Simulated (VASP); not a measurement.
**C: single point with LDA**

Crystal: C.

```
CELL_PARAMETERS angstrom
2.45606 1.41801 6.69402
-1.22803 0.70900 3.34701
0.00000 -1.41801 3.34701
ATOMIC_POSITIONS crystal
C 0.41855 0.83189 0.83819
C 0.92017 0.84310 0.84031
C 0.07940 0.15177 0.18478
C 0.58397 0.16105 0.17687
```

| Item | Value |
| --- | --- |
| Program | VASP 6.6.1 |
| Task | single point |
| Functional | LDA |
| Potentials or basis | VASP PAW LDA potentials, release 64 (C) |
| Cutoff | 520 eV |
| k mesh | 5 × 9 × 9 |
| Occupations | fermi-dirac, width 0.08 eV |
| Spin | no spin polarisation |
| Dipole correction | no |
| Further INCAR settings | ALGO = Normal; EDIFF = 1e-06; NBANDS = 16 |

```json
{"Pressure": "-2.9 GPa", "Largest force": "2.684 eV/Å", "Band gap on the k mesh": "0.25 eV"}
```

Forces on the atoms (eV/Å):
```
C   -0.100 -0.983 -0.385
C    0.828 -2.005 -1.245
C   -0.315  2.405  1.149
C   -0.413  0.582  0.481
```

Stress tensor (GPa, compression positive):
```
-6.34  0.66  0.35
 0.66 -1.24 -0.93
 0.35 -0.93 -1.01
```

Levels at points of the mesh, in eV from the valence-band top:
```
           k point  band 6  band 7  band 8  band 9  band 10  band 11
(0.00, 0.00, 0.00)   -3.31   -2.45   -1.92    1.96     3.95     7.61
```

Wall time 120 s on 1 thread of AMD EPYC 9R45 96-Core Processor (Zen 5), with other jobs on the host, peak memory 0.18 GiB.

Caveat: forces of over 1 eV/Å act on the atoms, so gaps and moduli don't describe the material at rest. A k mesh can miss the band edges.
